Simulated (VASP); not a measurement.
Re: single point with LDA

Crystal: Re.

```xyz
2
Lattice="2.7608 0.0000 0.0000 -1.3804 2.3909 0.0000 0.0000 0.0000 4.4582" Properties=species:S:1:pos:R:3 pbc="T T T"
Re    1.3804    0.7970    3.3436
Re    0.0000    1.5939    1.1145
```

```
Program             : VASP 6.6.1
Task                : single point
Functional          : LDA
Potentials or basis : VASP PAW LDA potentials, release 64 (Re)
Cutoff              : 520 eV
k mesh              : 8 × 8 × 5
Occupations         : fermi-dirac, width 0.05 eV
Spin                : non-collinear spin, zero start, spin-orbit coupling
Starting moments    : [[0.0, 0.0, 0.0], [0.0, 0.0, 0.0]] μB
```

- Pressure: -8.2 GPa
- Net moment: 0.00 μB per cell
- Valence electrons inside the program's atomic spheres: Re 6.16

Stress tensor (GPa, compression positive):
```
-8.10  0.00  0.00
 0.00 -8.10  0.00
 0.00  0.00 -8.54
```

Moments on the atoms (μB; x, y, z):
```
Re  0.00 0.00 0.00
Re  0.00 0.00 0.00
```

Run time: 64 s on 1 thread of Intel(R) Xeon(R) Platinum 8259CL CPU @ 2.50GHz (Skylake/Cascade Lake), on a shared host, peak memory 0.21 GiB.

Caveat: the cell stands under tension.
